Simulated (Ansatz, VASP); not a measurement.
# SiC: VASP beside Ansatz

Contents of INCAR:

```
  ALGO = Normal
  EDIFF = 1E-6
  ENCUT = 520
  GGA = PS
  ISIF = 2
  ISMEAR = 0
  LASPH = True
  LCHARG = False
  LREAL = False
  LWAVE = False
  NBANDS = 11
  NELM = 60
  PREC = Accurate
  SIGMA = 0.05
```

File KPOINTS:

```
k-points
0
Gamma
  12 12 12
```

Contents of POSCAR:

```
SiC
1.0
    0.0000000000      2.0870400000      2.0000800000
    2.0870400000      0.0000000000      2.0000800000
    2.0870400000      2.0870400000      0.0000000000
Si C
1 1
Direct
    0.0000000000      0.0000000000      0.0000000000
    0.7500000000      0.7500000000      0.7500000000
```

Input for Ansatz:

```yaml
crystal:
  lattice:
    - [0.0, 2.08704, 2.00008]
    - [2.08704, 0.0, 2.00008]
    - [2.08704, 2.08704, 0.0]
  atoms:
    - { symbol: Si, position: [0.0, 0.0, 0.0] }
    - { symbol: C, position: [0.75, 0.75, 0.75] }
basis:
  ecutwfc: 420
kpoints:
  mp_grid: { grid: [12, 12, 12] }
hamiltonian:
  xc: pbesol
scf:
  occupations: { method: gaussian, width: 0.05 }
output:
  forces: true
  stress: true
  eigenvalues: true
```

Change from the starting cell: strain -0.040 along x and y, -0.080 along z, atoms carried along.

Alike in both runs: task single point; functional PBEsol; k mesh 12 × 12 × 12; occupations gaussian, width 0.05 eV; no spin polarisation.

|  | VASP | Ansatz |
| --- | --- | --- |
| version | VASP 6.6.1 | Ansatz 0.2.0 |
| potentials or method | VASP PAW PBE potentials, release 64 (Si, C), cutoff 520 eV | scalar-relativistic, plane waves, PAW |
| valence electrons in the cell | 8 | 8 |

```tsv
	VASP	Ansatz	Ansatz less VASP
gap on the k mesh at the Fermi level (eV)	0.59	0.60	+0.012
least direct gap on the mesh (eV)	4.55	4.56	+0.016
pressure (GPa)	52.8	52.3	-0.52
traceless stress, the component that is largest in VASP (GPa)	6.04	6.04	0.000
```

VASP's potentials were made for PBE, not for PBEsol. Both programs put the cell under a high pressure, so it lies far from rest at this level. The functional is the same, so the differences come from potentials, cutoffs and numerics.
